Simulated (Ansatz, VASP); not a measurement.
## Fe in VASP and in Ansatz

```
Fe
1.0
     2.41838    0.00000    0.00000
    -1.20919    2.09438    0.00000
     0.00000    0.00000    2.33041
Fe
1
Direct
  0.00000 0.00000 0.00000
```

Alike in both runs: functional PBEsol; k mesh 27 × 27 × 24; occupations gaussian, width 0.1 eV; collinear spin.

Ansatz relaxed the structure, and its values are those at the end. VASP's run is a single point on that final structure, the one shown.

|  | VASP | Ansatz |
| --- | --- | --- |
| version | VASP 6.6.1 | Ansatz 0.2.0 |
| potentials or method | VASP PAW PBE potentials, release 64 (Fe_sv), cutoff 600 eV | scalar-relativistic, plane waves, PAW |
| valence electrons in the cell | 16 | 16 |

Ansatz gave:

| Property | Result |
| --- | --- |
| gap on the k mesh at the Fermi level (eV) | none |
| pressure (GPa) | 0.0 |
| net moment per atom (μB) | 2.20 |
| size of the moment on the site where the two differ most (μB) | 2.16 |

What did VASP give for the same quantities?

gap on the k mesh at the Fermi level (eV): none; pressure (GPa): -3.4; net moment per atom (μB): 2.20; size of the moment on the site where the two differ most (μB): 2.13.

VASP's potentials were made for PBE, not for PBEsol. Site moments also hang on the region over which each program counts them. A gap of «none» marks a metal or a gap that the smearing closes.
